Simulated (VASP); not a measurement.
# Mo (P6_3/mmc) in VASP: further runs

Mo is run at these levels: PBE; tasks: single point.

All numbers are computed with VASP 6.6.1; they aren't measurements. Logs are shortened: lines on timing, memory, paths and dates and some standing lists are left out, and cuts for length are marked.

### 1 The cell of the first run

The structure is hexagonal, space group P6_3/mmc (No. 194). Conventional cell: a = 2.831 Å, b = 2.831 Å, c = 5.013 Å, α = 90.00°, β = 90.00°, γ = 120.00°. Within 3.7 Å of Mo (site symmetry -6m2) lie 12 Mo at 2.83 to 2.99 Å.

### 2 Single point, PBE (volume scaled by 1.08)

INCAR reads:

```
SYSTEM = Mo
  PREC = Accurate
  ENCUT = 520
  EDIFF = 1E-7
  ISMEAR = -1
  SIGMA = 0.1
  LREAL = .False.
  LASPH = .True.
  NELM = 60
  ALGO = Normal
  ISIF = 2
  LWAVE = .False.
  LCHARG = .True.
  GGA = PE
  LELF = .True.
  LVHAR = .True.
  NBANDS = 21
```

KPOINTS reads:

```
Automatic mesh
0
Gamma
  15 15 7
  0 0 0
```

POSCAR reads:

```
Mo
1.0
    2.8314907475      0.0000000000      0.0000000000
   -1.4157453737      2.4521429179      0.0000000000
    0.0000000000      0.0000000000      5.0134291092
Mo
2
Direct
    0.3333333333      0.6666666667      0.2500000000
    0.6666666667      0.3333333333      0.7500000000
```

Potentials or basis: VASP PAW PBE potentials, release 64 (Mo_sv).

Run with:

```
cat potpaw_PBE.64/Mo_sv/POTCAR > POTCAR
mpirun -np 1 vasp_std > vasp.out
```

OUTCAR:

```text
SYSTEM = Mo
   PREC = Accurate
   ENCUT = 520
   EDIFF = 1E-7
   ISMEAR = -1
   LREAL = .False.
   LASPH = .True.
   NELM = 60
   ISIF = 2
   GGA = PE

 ion  position               nearest neighbor table
   1  0.333  0.667  0.250-   2 2.99   2 2.99   2 2.99   2 2.99   2 2.99   2 2.99
   2  0.667  0.333  0.750-   1 2.99   1 2.99   1 2.99   1 2.99   1 2.99   1 2.99

  LATTYP: Found a hexagonal cell.
 ALAT       =     2.8314907475
 C/A-ratio  =     1.7705970304

  Lattice vectors:

 A1 = (   2.8314907475,   0.0000000000,   0.0000000000)
 A2 = (  -1.4157453737,   2.4521429179,   0.0000000000)
 A3 = (   0.0000000000,   0.0000000000,   5.0134291092)

Analysis of symmetry for initial positions (statically):
=====================================================================
 Subroutine PRICEL returns:
 Original cell was already a primitive cell.

 Routine SETGRP: Setting up the symmetry group for a
 hexagonal supercell.

 Subroutine GETGRP returns: Found 24 space group operations
 (whereof 12 operations were pure point group operations)
 out of a pool of 24 trial point group operations.

The static configuration has the point symmetry D_3d.
 The point group associated with its full space group is D_6h.

Analysis of symmetry for dynamics (positions and initial velocities):
=====================================================================
 Subroutine PRICEL returns:
 Original cell was already a primitive cell.

 Routine SETGRP: Setting up the symmetry group for a
 hexagonal supercell.

 Subroutine GETGRP returns: Found 24 space group operations
 (whereof 12 operations were pure point group operations)
 out of a pool of 24 trial point group operations.

The dynamic configuration has the point symmetry D_3d.
 The point group associated with its full space group is D_6h.

 Subroutine INISYM returns: Found 24 space group operations
 (whereof 12 operations are pure point group operations),
 and found     1 'primitive' translations

----------------------------------------------------------------------------------------

                                     Primitive cell

  volume of cell :      34.8093

  direct lattice vectors                    reciprocal lattice vectors
     2.831490748  0.000000000  0.000000000     0.353170852  0.203903287  0.000000000
    -1.415745374  2.452142918  0.000000000     0.000000000  0.407806573  0.000000000
     0.000000000  0.000000000  5.013429109     0.000000000  0.000000000  0.199464274

  length of vectors
     2.831490748  2.831490747  5.013429109     0.407806573  0.407806573  0.199464274

  position of ions in fractional coordinates (direct lattice)
     0.333333333  0.666666667  0.250000000
     0.666666667  0.333333333  0.750000000

  ion indices of the primitive-cell ions
   primitive index   ion index
                 1           1
                 2           2

----------------------------------------------------------------------------------------

 KPOINTS: Automatic mesh

Automatic generation of k-mesh.
 Grid dimensions read from file:
 generate k-points for:   15   15    7

 Generating k-lattice:

  Cartesian coordinates                     Fractional coordinates (reciprocal lattice)
     0.023544723  0.013593552  0.000000000     0.066666667  0.000000000  0.000000000
     0.000000000  0.027187105  0.000000000     0.000000000  0.066666667  0.000000000
     0.000000000  0.000000000  0.028494896     0.000000000  0.000000000  0.142857143

  Length of vectors
     0.027187105  0.027187105  0.028494896

  Shift w.r.t. Gamma in fractional coordinates (k-lattice)
     0.000000000  0.000000000  0.000000000

 Subroutine IBZKPT returns following result:
 ===========================================

 Found    108 irreducible k-points:

 Following reciprocal coordinates:
            Coordinates               Weight
  0.000000  0.000000  0.000000      1.000000
  0.066667  0.000000  0.000000      6.000000
  0.133333 -0.000000  0.000000      6.000000
  0.200000  0.000000  0.000000      6.000000
  0.266667 -0.000000  0.000000      6.000000
  0.333333 -0.000000  0.000000      6.000000
[... 16 lines left out ...]
  0.333333  0.200000  0.000000     12.000000
  0.400000  0.200000  0.000000      6.000000
 [... further k-points ...]
   k-points           NKPTS =    108   k-points in BZ     NKDIM =    108   number of bands    NBANDS=     21
   number of dos      NEDOS =    301   number of ions     NIONS =      2
   total plane-waves  NPLWV =  23040
   dimension x,y,z NGX =    24 NGY =   24 NGZ =   40
   dimension x,y,z NGXF=    48 NGYF=   48 NGZF=   80
   ions per type =               2
   NGX,Y,Z   is equivalent  to a cutoff of  14.09, 14.09, 13.26 a.u.
   NGXF,Y,Z  is equivalent  to a cutoff of  28.18, 28.18, 26.53 a.u.
 SYSTEM =  Mo
   PREC   = accura    normal or accurate (medium, high low for compatibility)
   ISTART =      0    job   : 0-new  1-cont  2-samecut
   ICHARG =      2    charge: 1-file 2-atom 10-const
   ISPIN  =      1    spin polarized calculation?
   LNONCOLLINEAR =      F non collinear calculations
   LSORBIT =      F    spin-orbit coupling
   LASPH  =      T    aspherical Exc in radial PAW
   ENCUT  =  520.0 eV  38.22 Ry    6.18 a.u.   5.26  5.26  9.32*2*pi/ulx,y,z
   NELM   =     60;   NELMIN=  2; NELMDL= -5     # of ELM steps
   EDIFF  = 0.1E-06   stopping-criterion for ELM
   LREAL  =      F    real-space projection
   EDIFFG = 0.1E-05   stopping-criterion for IOM
   NSW    =      0    number of steps for IOM
   IBRION =     -1    ionic relax: 0-MD 1-quasi-New 2-CG
   NFREE  =      0    steps in history (QN), initial steepest desc. (CG)
   ISIF   =      2    stress and relaxation
   ISYM   =      2    0-nonsym 1-usesym 2-fastsym
   POTIM  = 0.5000    time-step for ionic-motion
   TEBEG  =    0.0;   TEEND  =   0.0 temperature during run
   PSTRESS=    0.0 pullay stress
   NELECT =      28.0000    total number of electrons
   NUPDOWN=      -1.0000    fix difference up-down
   EMIN   =  10.00;   EMAX   =-10.00  energy-range for DOS
   EFERMI =   0.00;   METHOD = LEGACY
   ISMEAR =    -1;   SIGMA  =   0.10  broadening in eV -4-tet -1-fermi 0-gaus
   EFERMI_NEDOS =   21; number of points for ismear=-14 and -15
   IALGO  =     38    algorithm
   IMIX   =      4    mixing-type and parameters
     AMIX     =   0.40;   BMIX     =  1.00
     AMIX_MAG =   1.60;   BMIX_MAG =  1.00
  volume/ion in A,a.u.               =      17.40       117.45
  Fermi-wavevector in a.u.,A,eV,Ry     =   1.522517  2.877141 31.539107  2.318059
  Thomas-Fermi vector in A             =   2.631086
   LORBIT       =      0    0 simple, 1 ext, 2 COOP (PROOUT), +10 PAW based schemes
   GGA     = PE    functional components
   LHFCALC =     F    Hartree Fock is set to
   AEXX    =    0.0000 exact exchange contribution
   IVDW    =     0    specifies the selected vdW correction
   LEPSILON=     F    determine dielectric tensor
   LRPA    =     F    only Hartree local field effects (RPA)
 non-spin polarized calculation
  energy-cutoff  :      520.00
  volume of cell :       34.81
 maximum number of plane-waves:       950
 NGX is ok and might be reduce to    24
   NGX = 11   NGY = 11   NGZ = 19

 number of electron      28.0000007 magnetization

 Free energy of the ion-electron system (eV)
  ---------------------------------------------------
  ext. energy  EPLUGINS =         0.00000000
  ---------------------------------------------------
  free energy    TOTEN  =       -20.91574588 eV

  energy without entropy =      -20.82232049  energy(sigma->0) =      -20.86903318

 E-fermi :  10.6660     XC(G=0): -12.7719

 val. band max:       10.6536085580   @ k =   0.3333  -0.0000   0.0000
 cond. band min:      10.6685321163   @ k =   0.2667   0.1333   0.0000
 fundamental gap:      0.0149235583
 Fermi energy:        10.6660355506

 k-point     1 :       0.0000    0.0000    0.0000
  band No.  band energies     occupation
      1     -50.2181      2.00000
      2     -50.1053      2.00000
      3     -24.6621      2.00000
      4     -23.8532      2.00000
      5     -23.7067      2.00000
      6     -23.7067      2.00000
[... 13 lines left out ...]
     20      13.6859      0.00000
     21      19.3416      0.00000

 k-point     2 :       0.0667    0.0000    0.0000
  band No.  band energies     occupation
      1     -50.2108      2.00000
      2     -50.1002      2.00000
      3     -24.6482      2.00000
      4     -23.8550      2.00000
      5     -23.7502      2.00000
      6     -23.7187      2.00000
[... 13 lines left out ...]
     20      14.2471      0.00000
     21      19.3153      0.00000

 k-point     3 :       0.1333   -0.0000    0.0000
  band No.  band energies     occupation
      1     -50.1901      2.00000
      2     -50.0858      2.00000
      3     -24.6079      2.00000
      4     -23.8728      2.00000
      5     -23.8610      2.00000
      6     -23.7910      2.00000
[... 13 lines left out ...]
     20      15.3635      0.00000
     21      19.2291      0.00000

 k-point     4 :       0.2000    0.0000    0.0000
  band No.  band energies     occupation
      1     -50.1590      2.00000
      2     -50.0650      2.00000
      3     -24.5454      2.00000
      4     -24.0521      2.00000
      5     -23.9678      2.00000
      6     -23.8728      2.00000
[... 13 lines left out ...]
     20      16.6205      0.00000
     21      19.0861      0.00000

 k-point     5 :       0.2667   -0.0000    0.0000
  band No.  band energies     occupation
      1     -50.1223      2.00000
      2     -50.0417      2.00000
      3     -24.4674      2.00000
      4     -24.2559      2.00000
      5     -24.1650      2.00000
      6     -23.8921      2.00000
[... 13 lines left out ...]
     20      17.8829      0.00000
     21      18.9346      0.00000
[... 382 lines left out ...]
     20      19.3281      0.00000
     21      19.7643      0.00000

 k-point    22 :       0.2667    0.2000    0.0000
  band No.  band energies     occupation
      1     -50.0474      2.00000
      2     -50.0022      2.00000
      3     -24.4785      2.00000
      4     -24.4228      2.00000
      5     -24.2846      2.00000
      6     -24.0690      2.00000
[... 13 lines left out ...]
     20      19.9999      0.00000
     21      20.9896      0.00000

 k-point    23 :       0.3333    0.2000    0.0000
  band No.  band energies     occupation
      1     -50.0254      2.00000
      2     -49.9951      2.00000
      3     -24.5508      2.00000
      4     -24.4575      2.00000
      5     -24.2168      2.00000
      6     -24.1426      2.00000
[... 13 lines left out ...]
     20      19.2421      0.00000
     21      20.8294      0.00000

 k-point    24 :       0.4000    0.2000    0.0000
  band No.  band energies     occupation
      1     -50.0165      2.00000
      2     -49.9937      2.00000
      3     -24.5758      2.00000
      4     -24.4672      2.00000
      5     -24.1848      2.00000
      6     -24.1715      2.00000
[... 13 lines left out ...]
     20      18.4962      0.00000
     21      20.4471      0.00000

 [... further k-points ...]

------------------------ aborting loop because EDIFF is reached ----------------------------------------

  FORCE on cell =-STRESS in cart. coord.  units (eV):
  Direction    XX          YY          ZZ          XY          YZ          ZX
  --------------------------------------------------------------------------------------
  -------------------------------------------------------------------------------------
  Total       -3.5184875     -3.5184875     -2.9297730     -0.0000000      0.0000000      0.0000000
  in kB     -161.9462132   -161.9462132   -134.8493187     -0.0000000      0.0000000      0.0000000
  external PRESSURE =    -152.9139150 kB  Pullay stress =       0.0000000 kB

 VOLUME and BASIS-vectors are now :
 -----------------------------------------------------------------------------
  energy-cutoff  :      520.00
  volume of cell :       34.81
      direct lattice vectors                 reciprocal lattice vectors
     2.831490748  0.000000000  0.000000000     0.353170852  0.203903287  0.000000000
    -1.415745374  2.452142918  0.000000000     0.000000000  0.407806573  0.000000000
     0.000000000  0.000000000  5.013429109     0.000000000  0.000000000  0.199464274

 POSITION                                       TOTAL-FORCE (eV/Angst)
 -----------------------------------------------------------------------------------
     -0.00000      1.63476      1.25336        -0.000000      0.000000      0.000000
      1.41575      0.81738      3.76007         0.000000     -0.000000      0.000000
 -----------------------------------------------------------------------------------
    total drift:                               -0.000000      0.000000     -0.000000

  FREE ENERGIE OF THE ION-ELECTRON SYSTEM (eV)
  ---------------------------------------------------
  free  energy   TOTEN  =       -20.9157458780 eV

  energy  without entropy=      -20.8223204910  energy(sigma->0) =      -20.86903318
```

It used 43 s of CPU time on 1 thread of Intel Xeon 6975P-C, on a shared host.

What came out:

```yaml
Free_energy: -20.9157 eV
Pressure: -15.3 GPa
Band_gap_on_the_k_mesh: zero (band 14 reaches 11.72 eV, above the bottom of band 15 at 10.21 eV)
```

Stress tensor (GPa, compression positive):
```
-16.19   0.00   0.00
  0.00 -16.19   0.00
  0.00   0.00 -13.48
```

Levels at points of the mesh, in eV from the Fermi level:
```
           k point  band 11  band 12  band 13  band 14  band 15  band 16  band 17  band 18
(0.00, 0.00, 0.00)    -1.49    -0.54    -0.54    -0.10    -0.10     0.47     1.30     1.30
```

Caveat: the cell differs from its parent crystal (volume scaled by 1.08).

### 3 Single point, PBE (volume scaled by 1.12)

INCAR reads:

```
SYSTEM = Mo
PREC = Accurate ; ENCUT = 520
EDIFF = 1E-6 ; ISMEAR = -1
SIGMA = 0.1 ; LREAL = .FALSE.
LASPH = .TRUE. ; NELM = 60
ALGO = Normal ; ISIF = 2
LWAVE = .FALSE. ; LCHARG = .FALSE.
GGA = PE ; NBANDS = 21
```

KPOINTS reads:

```
regular mesh
0
G
  15 15 7
  0 0 0
```

POSCAR reads:

```
Mo
1.0
    2.8660245259      0.0000000000      0.0000000000
   -1.4330122630      2.4820500473      0.0000000000
    0.0000000000      0.0000000000      5.0745745147
Mo
2
Direct
    0.3333333333      0.6666666667      0.2500000000
    0.6666666667      0.3333333333      0.7500000000
```

Potentials or basis: VASP PAW PBE potentials, release 64 (Mo_sv).

Run with:

```
cat potpaw_PBE.64/Mo_sv/POTCAR > POTCAR
mpirun -np 1 vasp_std > vasp.out
```

It used 41 s of CPU time on 1 thread of Intel Xeon 6975P-C (shared host).

The run converged. Its results:

* Free energy: -20.7694 eV
* Pressure: -21.0 GPa
* Band gap on the k mesh: zero (band 14 reaches 11.15 eV, above the bottom of band 15 at 9.73 eV)

Stress tensor (GPa, compression positive):
```
-22.21   0.00   0.00
  0.00 -22.21   0.00
  0.00   0.00 -18.57
```

Levels at points of the mesh, in eV from the Fermi level:
```
           k point  band 10  band 11  band 12  band 13  band 14  band 15  band 16  band 17  band 18  band 19
(0.00, 0.00, 0.00)    -4.23    -1.41    -0.50    -0.50    -0.08    -0.08     0.41     1.24     1.24     2.87
```

Caveat: the cell differs from its parent crystal (volume scaled by 1.12).

### 4 Single point, PBE

This run uses another cell than the first one, of 16.12 Å³/atom, 0.926 times its volume.

INCAR reads:

```
SYSTEM = Mo
  PREC = Accurate
  ENCUT = 520
  EDIFF = 1E-6
  ISMEAR = -1
  SIGMA = 0.1
  LREAL = .False.
  LASPH = .True.
  NELM = 80
  ALGO = Normal
  ISIF = 2
  LWAVE = .False.
  LCHARG = .False.
  GGA = PE
  NBANDS = 21
```

KPOINTS reads:

```
regular mesh
0
Gamma
  21 21 11
  0 0 0
```

POSCAR reads:

```
Mo
1.0
    2.7597763904      0.0000000000      0.0000000000
   -1.3798881952      2.3900364628      0.0000000000
    0.0000000000      0.0000000000      4.8864518815
Mo
2
Direct
    0.3333333333      0.6666666667      0.2500000000
    0.6666666667      0.3333333333      0.7500000000
```

Run with:

```
cat potpaw_PBE.64/Mo_sv/POTCAR > POTCAR
mpirun -np 1 vasp_std > vasp.out
```

It used 93 s of CPU time on 1 thread of Intel Xeon 6975P-C, on a shared host.

Results (log left out):

| Property | Result |
| --- | --- |
| Free energy | -21.0402 eV |
| Pressure | 0.5 GPa |
| Band gap on the k mesh | zero (band 14 reaches 13.16 eV, above the bottom of band 15 at 11.24 eV) |

Stress tensor (GPa, compression positive):
```
0.48 0.00 0.00
0.00 0.48 0.00
0.00 0.00 0.57
```

Levels at points of the mesh, in eV from the Fermi level:
| k point | band 10 | band 11 | band 12 | band 13 | band 14 | band 15 | band 16 | band 17 | band 18 | band 19 |
| --- | --- | --- | --- | --- | --- | --- | --- | --- | --- | --- |
| (0.00, 0.00, 0.00) | -4.70 | -1.67 | -0.64 | -0.64 | -0.14 | -0.14 | 0.63 | 1.42 | 1.42 | 3.35 |

### 5 Overview

```tsv
cell	k mesh	gap on the mesh (eV)	pressure (GPa)
a = 2.831, b = 2.831, c = 5.013 Å, angles 90.0, 90.0, 120.0°, 2 atoms	15 × 15 × 7	none	-15.3
a = 2.866, b = 2.866, c = 5.075 Å, angles 90.0, 90.0, 120.0°, 2 atoms	15 × 15 × 7	none	-21.0
a = 2.760, b = 2.760, c = 4.886 Å, angles 90.0, 90.0, 120.0°, 2 atoms	21 × 21 × 11	none	0.5
```

Alike in all rows: task single point; level PBE; potentials or basis VASP PAW PBE potentials, release 64 (Mo_sv); no spin polarisation; cutoff (eV) 520; smearing fermi-dirac 0.1 eV.

Absolute energies hang on the potentials; compare differences alone.
